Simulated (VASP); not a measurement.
Crystal: Mo.

```xyz
1
Lattice="-1.5650 1.5650 1.5650 1.5650 -1.5650 1.5650 1.5650 1.5650 -1.5650" Properties=species:S:1:pos:R:3 pbc="T T T"
Mo    0.0000    0.0000    0.0000
```

Base run:

```yaml
Program: VASP 6.6.1
Functional: PBE
Potentials_or_basis: VASP PAW PBE potentials, release 64 (Mo_sv)
Cutoff: 500 eV
k_mesh: 11 × 11 × 11
Occupations: fermi-dirac, width 0.05 eV
Spin: no spin polarisation
```

Its results: band gap on the k mesh zero (band 7 reaches 16.48 eV, above the bottom of band 8 at 11.51 eV); pressure 8.8 GPa.

Question: The run is repeated on the same cell with these changes: functional from PBE to r2SCAN; cutoff from 500 eV to 550 eV. What comes out?

Answer: Band gap on the k mesh zero (band 7 reaches 16.57 eV, above the bottom of band 8 at 11.40 eV); pressure 7.3 GPa.

Caveats: the PAW data sets were made with another functional, which shifts forces and pressure a little (some runs).
